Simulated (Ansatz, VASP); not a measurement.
**Two plane-wave programs on RbBr**

```
Rb Br
1.0
     0.00000    3.56460    3.42750
     3.56460    0.00000    3.42750
     3.56460    3.56460    0.00000
Rb Br
1 1
Direct
  0.00000 0.00000 0.00000
  0.50000 0.50000 0.50000
```

Change from the starting cell: strain +0.040 along x and y, +0.000 along z, atoms carried along.

Alike in both runs: task single point; functional LDA; k mesh 6 × 6 × 6; occupations gaussian, width 0.05 eV; no spin polarisation.

|  | VASP | Ansatz |
| --- | --- | --- |
| version | VASP 6.6.1 | Ansatz 0.2.0 |
| potentials or method | VASP PAW LDA potentials, release 64 (Rb_sv, Br), cutoff 520 eV | scalar-relativistic, plane waves, PAW |
| valence electrons in the cell | 16 | 16 |

```tsv
	VASP	Ansatz	Ansatz less VASP
gap on the k mesh at the Fermi level (eV)	3.76	3.75	-0.010
least direct gap on the mesh (eV)	3.76	3.75	-0.010
pressure (GPa)	-1.9	-1.9	-0.02
traceless stress, the component that is largest in VASP (GPa)	0.45	0.44	-0.012
```

LDA's correlation is that of Perdew and Zunger in VASP and of Perdew and Wang (1992) in Ansatz.
